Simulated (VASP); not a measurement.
# Li (Im-3m) in VASP: further runs

Li is run at these levels: r2SCAN; tasks: single point.

Program: VASP 6.6.1. These are calculated values, not measurements. Logs are shortened: lines on timing, memory, paths and dates and some standing lists are left out, and cuts for length are marked.

## (1) The cell of the first run

The structure is cubic, space group Im-3m (No. 229). Conventional cell: a = 3.477 Å, b = 3.477 Å, c = 3.477 Å, α = 90.00°, β = 90.00°, γ = 90.00°. Within 4.0 Å of Li (site symmetry m-3m) lie 14 Li at 3.01 to 3.48 Å.

## (2) Single point, r2SCAN

File POSCAR:

```
Li
1.0
   -1.7385248874      1.7385248874      1.7385248874
    1.7385248874     -1.7385248874      1.7385248874
    1.7385248874      1.7385248874     -1.7385248874
Li
1
Direct
    0.0000000000      0.0000000000      0.0000000000
```

File INCAR.step1:

```
SYSTEM = Li
ALGO = Normal ; EDIFF = 1E-5
ENCUT = 830 ; GGA = PE
GGA_COMPAT = .False. ; ISMEAR = 0
LASPH = .True. ; LCHARG = .False.
LREAL = .False. ; LWAVE = .True.
NBANDS = 8 ; NELM = 120
PREC = Accurate ; SIGMA = 0.1
```

File INCAR.step2:

```
SYSTEM = Li
ALGO = Normal ; EDIFF = 1E-6
ENCUT = 830 ; GGA_COMPAT = .False.
ISIF = 2 ; ISMEAR = 0
ISTART = 1 ; LASPH = .True.
LCHARG = .True. ; LELF = .True.
LMIXTAU = .True. ; LREAL = .False.
LVHAR = .True. ; LWAVE = .False.
METAGGA = R2SCAN ; NBANDS = 8
NELM = 120 ; PREC = Accurate
SIGMA = 0.1
```

File KPOINTS:

```
k-points
0
Gamma
  7 7 7
  0 0 0
```

Potentials or basis: VASP PAW PBE potentials, release 64 (Li_sv).

Command:

```bash
cat potpaw_PBE.64/Li_sv/POTCAR > POTCAR
cp INCAR.step1 INCAR
mpirun -np 1 vasp_std > vasp.out
cp INCAR.step2 INCAR
mpirun -np 1 vasp_std > vasp.out
```

OUTCAR:

```text
SYSTEM = Li
   EDIFF = 1E-6
   ENCUT = 830
   ISIF = 2
   ISMEAR = 0
   ISTART = 1
   LASPH = .True.
   LREAL = .False.
   METAGGA = R2SCAN
   NELM = 120
   PREC = Accurate

 ion  position               nearest neighbor table
   1  0.000  0.000  0.000-

  LATTYP: Found a body centered cubic cell.
 ALAT       =     3.4770497748

  Lattice vectors:

 A1 = (  -1.7385248874,   1.7385248874,   1.7385248874)
 A2 = (   1.7385248874,  -1.7385248874,   1.7385248874)
 A3 = (   1.7385248874,   1.7385248874,  -1.7385248874)

Analysis of symmetry for initial positions (statically):
=====================================================================
 Subroutine PRICEL returns:
 Original cell was already a primitive cell.

 Routine SETGRP: Setting up the symmetry group for a
 body centered cubic supercell.

 Subroutine GETGRP returns: Found 48 space group operations
 (whereof 48 operations were pure point group operations)
 out of a pool of 48 trial point group operations.

The static configuration has the point symmetry O_h .

Analysis of symmetry for dynamics (positions and initial velocities):
=====================================================================
 Subroutine PRICEL returns:
 Original cell was already a primitive cell.

 Routine SETGRP: Setting up the symmetry group for a
 body centered cubic supercell.

 Subroutine GETGRP returns: Found 48 space group operations
 (whereof 48 operations were pure point group operations)
 out of a pool of 48 trial point group operations.

The dynamic configuration has the point symmetry O_h .

 Subroutine INISYM returns: Found 48 space group operations
 (whereof 48 operations are pure point group operations),
 and found     1 'primitive' translations

----------------------------------------------------------------------------------------

                                     Primitive cell

  volume of cell :      21.0185

  direct lattice vectors                    reciprocal lattice vectors
    -1.738524887  1.738524887  1.738524887     0.000000000  0.287600139  0.287600139
     1.738524887 -1.738524887  1.738524887     0.287600139  0.000000000  0.287600139
     1.738524887  1.738524887 -1.738524887     0.287600139  0.287600139  0.000000000

  length of vectors
     3.011213435  3.011213435  3.011213435     0.406728018  0.406728018  0.406728018

  position of ions in fractional coordinates (direct lattice)
     0.000000000  0.000000000  0.000000000

  ion indices of the primitive-cell ions
   primitive index   ion index
                 1           1

----------------------------------------------------------------------------------------

 KPOINTS: k-points

Automatic generation of k-mesh.
 Grid dimensions read from file:
 generate k-points for:    7    7    7

 Generating k-lattice:

  Cartesian coordinates                     Fractional coordinates (reciprocal lattice)
     0.000000000  0.041085734  0.041085734     0.142857143  0.000000000  0.000000000
     0.041085734  0.000000000  0.041085734     0.000000000  0.142857143  0.000000000
     0.041085734  0.041085734  0.000000000     0.000000000  0.000000000  0.142857143

  Length of vectors
     0.058104003  0.058104003  0.058104003

  Shift w.r.t. Gamma in fractional coordinates (k-lattice)
     0.000000000  0.000000000  0.000000000

 Subroutine IBZKPT returns following result:
 ===========================================

 Found     20 irreducible k-points:

 Following reciprocal coordinates:
            Coordinates               Weight
  0.000000  0.000000  0.000000      1.000000
  0.142857  0.000000  0.000000     12.000000
  0.285714  0.000000  0.000000     12.000000
  0.428571  0.000000  0.000000     12.000000
  0.142857  0.142857  0.000000     24.000000
  0.285714  0.142857 -0.000000     48.000000
[... 12 lines left out ...]
 -0.428571 -0.428571  0.285714      8.000000
 -0.428571  0.428571  0.428571      6.000000
   k-points           NKPTS =     20   k-points in BZ     NKDIM =     20   number of bands    NBANDS=      8
   number of dos      NEDOS =    301   number of ions     NIONS =      1
   total plane-waves  NPLWV =  21952
   dimension x,y,z NGX =    28 NGY =   28 NGZ =   28
   dimension x,y,z NGXF=    56 NGYF=   56 NGZF=   56
   ions per type =               1
   NGX,Y,Z   is equivalent  to a cutoff of  15.46, 15.46, 15.46 a.u.
   NGXF,Y,Z  is equivalent  to a cutoff of  30.92, 30.92, 30.92 a.u.
 SYSTEM =  Li
   PREC   = accura    normal or accurate (medium, high low for compatibility)
   ISTART =      1    job   : 0-new  1-cont  2-samecut
   ICHARG =      0    charge: 1-file 2-atom 10-const
   ISPIN  =      1    spin polarized calculation?
   LNONCOLLINEAR =      F non collinear calculations
   LSORBIT =      F    spin-orbit coupling
   LASPH  =      T    aspherical Exc in radial PAW
   ENCUT  =  830.0 eV  61.00 Ry    7.81 a.u.   7.07  7.07  7.07*2*pi/ulx,y,z
   NELM   =    120;   NELMIN=  2; NELMDL=  0     # of ELM steps
   EDIFF  = 0.1E-05   stopping-criterion for ELM
   LREAL  =      F    real-space projection
   EDIFFG = 0.1E-04   stopping-criterion for IOM
   NSW    =      0    number of steps for IOM
   IBRION =     -1    ionic relax: 0-MD 1-quasi-New 2-CG
   NFREE  =      0    steps in history (QN), initial steepest desc. (CG)
   ISIF   =      2    stress and relaxation
   ISYM   =      2    0-nonsym 1-usesym 2-fastsym
   POTIM  = 0.5000    time-step for ionic-motion
   TEBEG  =    0.0;   TEEND  =   0.0 temperature during run
   PSTRESS=    0.0 pullay stress
   NELECT =       3.0000    total number of electrons
   NUPDOWN=      -1.0000    fix difference up-down
   EMIN   =  10.00;   EMAX   =-10.00  energy-range for DOS
   EFERMI =   0.00;   METHOD = LEGACY
   ISMEAR =     0;   SIGMA  =   0.10  broadening in eV -4-tet -1-fermi 0-gaus
   EFERMI_NEDOS =   21; number of points for ismear=-14 and -15
   IALGO  =     38    algorithm
   IMIX   =      4    mixing-type and parameters
     AMIX     =   0.40;   BMIX     =  1.00
     AMIX_MAG =   1.60;   BMIX_MAG =  1.00
  volume/ion in A,a.u.               =      21.02       141.84
  Fermi-wavevector in a.u.,A,eV,Ry     =   0.855554  1.616764  9.959104  0.731973
  Thomas-Fermi vector in A             =   1.972322
   LORBIT       =      0    0 simple, 1 ext, 2 COOP (PROOUT), +10 PAW based schemes
   METAGGA = R2SCAN    functional components
   LHFCALC =     F    Hartree Fock is set to
   AEXX    =    0.0000 exact exchange contribution
   IVDW    =     0    specifies the selected vdW correction
   LEPSILON=     F    determine dielectric tensor
   LRPA    =     F    only Hartree local field effects (RPA)
 non-spin polarized calculation
 Gauss-broadening in eV      SIGMA  =   0.10
  energy-cutoff  :      830.00
  volume of cell :       21.02
 maximum number of plane-waves:      1157
   NGX = 15   NGY = 15   NGZ = 15

 number of electron       3.0000002 magnetization

 Free energy of the ion-electron system (eV)
  ---------------------------------------------------
  ext. energy  EPLUGINS =         0.00000000
  ---------------------------------------------------
  free energy    TOTEN  =        -2.38564159 eV

  energy without entropy =       -2.38258926  energy(sigma->0) =       -2.38411543

 E-fermi :   0.5223     XC(G=0):  -7.3536

 val. band max:        0.4701949093   @ k =  -0.2857   0.4286   0.1429
 cond. band min:       0.7348110503   @ k =  -0.4286   0.4286   0.1429
 fundamental gap:      0.2646161410
 Fermi energy:         0.5223295739

 k-point     1 :       0.0000    0.0000    0.0000
  band No.  band energies     occupation
      1     -47.5855      2.00000
      2      -3.2997      2.00000
      3      16.4289      0.00000
      4      16.4289      0.00000
      5      16.4289      0.00000
      6      20.6227      0.00000
      7      20.6227      0.00000
      8      20.6227      0.00000

 k-point     2 :       0.1429    0.0000    0.0000
  band No.  band energies     occupation
      1     -47.5822      2.00000
      2      -2.8831      2.00000
      3      13.4570      0.00000
      4      14.7623      0.00000
      5      15.6565      0.00000
      6      18.0531      0.00000
      7      18.5298      0.00000
      8      20.6991      0.00000

 k-point     3 :       0.2857    0.0000    0.0000
  band No.  band energies     occupation
      1     -47.5746      2.00000
      2      -1.6399      2.00000
      3       8.5767      0.00000
      4      12.8641      0.00000
      5      14.2372      0.00000
      6      15.9007      0.00000
      7      18.2115      0.00000
      8      21.7079      0.00000

 k-point     4 :       0.4286    0.0000    0.0000
  band No.  band energies     occupation
      1     -47.5686      2.00000
      2       0.2462      1.99991
      3       4.7268      0.00000
      4      11.8594      0.00000
      5      13.3588      0.00000
      6      14.8150      0.00000
      7      18.4679      0.00000
      8      23.9041      0.00000

 k-point     5 :       0.1429    0.1429    0.0000
  band No.  band energies     occupation
      1     -47.5767      2.00000
      2      -2.0492      2.00000
      3      10.7541      0.00000
      4      11.6766      0.00000
      5      13.8243      0.00000
      6      18.2506      0.00000
      7      18.6612      0.00000
      8      21.2782      0.00000

 k-point     6 :       0.2857    0.1429   -0.0000
  band No.  band energies     occupation
      1     -47.5700      2.00000
      2      -0.4084      2.00000
      3       6.5552      0.00000
      4      10.0214      0.00000
      5      12.5788      0.00000
      6      17.9781      0.00000
      7      19.1482      0.00000
      8      22.6669      0.00000

 k-point     7 :       0.4286    0.1429   -0.0000
  band No.  band energies     occupation
      1     -47.5669      2.00000
      2       1.2206      0.00000
      3       3.9661      0.00000
      4       9.5247      0.00000
      5      12.1351      0.00000
      6      17.7048      0.00000
      7      19.7100      0.00000
      8      23.9623      0.00000
[... 89 lines left out ...]
 k-point    16 :      -0.4286   -0.4286    0.1429
  band No.  band energies     occupation
      1     -47.5633      2.00000
      2       2.2896      0.00000
      3       4.1491      0.00000
      4       7.6016      0.00000
      5      13.9042      0.00000
      6      15.9079      0.00000
      7      17.5929      0.00000
      8      20.4449      0.00000

 k-point    17 :      -0.2857    0.2857    0.2857
  band No.  band energies     occupation
      1     -47.5659      2.00000
      2       0.0999      2.00000
      3       8.8266      0.00000
      4       8.8266      0.00000
      5      11.0500      0.00000
      6      13.9705      0.00000
      7      20.4004      0.00000
      8      23.5627      0.00000

 k-point    18 :      -0.4286    0.4286    0.2857
  band No.  band energies     occupation
      1     -47.5611      2.00000
      2       2.1733      0.00000
      3       5.8052      0.00000
      4       7.7819      0.00000
      5      11.3587      0.00000
      6      14.1182      0.00000
      7      16.5526      0.00000
      8      23.1355      0.00000

 k-point    19 :      -0.4286   -0.4286    0.2857
  band No.  band energies     occupation
      1     -47.5589      2.00000
      2       4.3939      0.00000
      3       4.3939      0.00000
      4       6.7064      0.00000
      5      12.2737      0.00000
      6      12.2737      0.00000
      7      15.1939      0.00000
      8      24.0726      0.00000

 k-point    20 :      -0.4286    0.4286    0.4286
  band No.  band energies     occupation
      1     -47.5569      2.00000
      2       4.4310      0.00000
      3       6.7342      0.00000
      4       6.7342      0.00000
      5       8.8586      0.00000
      6      10.9440      0.00000
      7      15.1650      0.00000
      8      28.7579      0.00000

------------------------ aborting loop because EDIFF is reached ----------------------------------------

  FORCE on cell =-STRESS in cart. coord.  units (eV):
  Direction    XX          YY          ZZ          XY          YZ          ZX
  --------------------------------------------------------------------------------------
  -------------------------------------------------------------------------------------
  Total       -0.0144658     -0.0144658     -0.0144658      0.0000000      0.0000000      0.0000000
  in kB       -1.1026804     -1.1026804     -1.1026804      0.0000000      0.0000000      0.0000000
  external PRESSURE =      -1.1026804 kB  Pullay stress =       0.0000000 kB

 VOLUME and BASIS-vectors are now :
 -----------------------------------------------------------------------------
  energy-cutoff  :      830.00
  volume of cell :       21.02
      direct lattice vectors                 reciprocal lattice vectors
    -1.738524887  1.738524887  1.738524887     0.000000000  0.287600139  0.287600139
     1.738524887 -1.738524887  1.738524887     0.287600139  0.000000000  0.287600139
     1.738524887  1.738524887 -1.738524887     0.287600139  0.287600139  0.000000000

 POSITION                                       TOTAL-FORCE (eV/Angst)
 -----------------------------------------------------------------------------------
      0.00000      0.00000      0.00000         0.000000      0.000000      0.000000
 -----------------------------------------------------------------------------------
    total drift:                               -0.000000     -0.000000     -0.000000

  FREE ENERGIE OF THE ION-ELECTRON SYSTEM (eV)
  ---------------------------------------------------
  free  energy   TOTEN  =        -2.3856415876 eV

  energy  without entropy=       -2.3825892643  energy(sigma->0) =       -2.38411543
```

It took 44 s on 1 thread of Intel Xeon 8259CL, shared host; peak memory 0.15 GiB.

Results:

* Free energy: -2.3856 eV
* Pressure: -0.1 GPa
* Band gap on the k mesh: zero (an odd number of electrons rules out a gap without spin polarisation)

Levels at points of the mesh, in eV from the Fermi level:
```tsv
k point	band 1	band 2	band 3	band 4	band 5	band 6
(0.00, 0.00, 0.00)	-48.11	-3.82	15.91	15.91	15.91	20.10
```

Caveat: the k points lie up to 0.37 Å⁻¹ apart, too coarse for converged energies and pressures of a metal; the PAW data sets were made with another functional, which shifts forces and pressure a little.

## (3) Single point, r2SCAN

This run uses another cell than the first one, of 20.70 Å³/atom.

File POSCAR:

```
Li
1.0
   -1.7297884340      1.7297884340      1.7297884340
    1.7297884340     -1.7297884340      1.7297884340
    1.7297884340      1.7297884340     -1.7297884340
Li
1
Direct
    0.0000000000      0.0000000000      0.0000000000
```

File INCAR.step1:

```
  PREC = Accurate
  ENCUT = 830
  ISMEAR = 0
  SIGMA = 0.1
  LREAL = F
  LASPH = T
  NELM = 120
  NBANDS = 8
  GGA = PE
  ALGO = Normal
  EDIFF = 1E-5
  LWAVE = T
  LCHARG = F
  GGA_COMPAT = F
```

File INCAR.step2:

```
  PREC = Accurate
  ENCUT = 830
  EDIFF = 1E-6
  ISMEAR = 0
  SIGMA = 0.1
  LREAL = F
  LASPH = T
  NELM = 120
  ALGO = Normal
  ISIF = 2
  LWAVE = F
  LCHARG = F
  METAGGA = R2SCAN
  LMIXTAU = T
  NBANDS = 8
  ISTART = 1
  GGA_COMPAT = F
```

File KPOINTS:

```
Automatic mesh
0
Gamma
  7 7 7
```

Potentials or basis: VASP PAW PBE potentials, release 64 (Li_sv).

Command:

```bash
cat potpaw_PBE.64/Li_sv/POTCAR > POTCAR
cp INCAR.step1 INCAR
mpirun -np 1 vasp_std > vasp.out
cp INCAR.step2 INCAR
mpirun -np 1 vasp_std > vasp.out
```

Run time: 29 s. Hardware: 1 thread of Intel Xeon 8259CL, shared host; peak memory 0.15 GiB.

It converged, with:

| Property | Result |
| --- | --- |
| Free energy | -2.3851 eV |
| Pressure | 0.1 GPa |
| Band gap on the k mesh | zero (an odd number of electrons rules out a gap without spin polarisation) |

Levels at points of the mesh, in eV from the Fermi level:
```
           k point  band 1  band 2  band 3  band 4  band 5  band 6  band 7
(0.00, 0.00, 0.00)  -48.07   -3.85   16.07   16.07   16.07   20.29   20.29
```

Caveat: the k points lie up to 0.37 Å⁻¹ apart, too coarse for converged energies and pressures of a metal; the PAW data sets were made with another functional, which shifts forces and pressure a little.

[end of part 1 of 2]

The gap in the log of VASP goes by the Fermi energy; the results here count the filled bands.